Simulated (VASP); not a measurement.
A run of VASP 6.6.1:

Contents of INCAR:

```
SYSTEM = Zr2N
  PREC = Accurate
  ENCUT = 520
  EDIFF = 1E-6
  ISMEAR = 0
  SIGMA = 0.1
  LREAL = .FALSE.
  LASPH = .TRUE.
  NELM = 60
  ALGO = Normal
  ISIF = 2
  LWAVE = .FALSE.
  LCHARG = .FALSE.
  GGA = PS
  NBANDS = 38
```

File KPOINTS:

```
Automatic mesh
0
G
  8 8 10
  0 0 0
```

The input POSCAR:

```
Zr2N
1.0
    5.4267750193      0.0000000000      0.0000000000
    0.0000000000      5.4267750193      0.0000000000
    0.0000000000      0.0000000000      3.3006998840
Zr N
4 2
Direct
    0.2969894456      0.2969894456      0.0000000000
    0.7030105544      0.7030105544      0.0000000000
    0.7969894456      0.2030105544      0.5000000000
    0.2030105544      0.7969894456      0.5000000000
    0.0000000000      0.0000000000      0.0000000000
    0.5000000000      0.5000000000      0.5000000000
```

Potentials or basis: VASP PAW PBE potentials, release 64 (Zr_sv, N).

Launch:

```bash
$ cat potpaw_PBE.64/Zr_sv/POTCAR potpaw_PBE.64/N/POTCAR > POTCAR
$ mpirun -np 1 vasp_std > vasp.out
```

Hardware: 1 thread of Intel(R) Xeon(R) 6975P-C (Granite Rapids), on a shared host.

How long does it take, and how much memory?

Run time: 2.5 min on 1 thread of Intel(R) Xeon(R) 6975P-C (Granite Rapids), on a shared host, peak memory 0.36 GiB. Counts: scf iterations 13, k points 90.
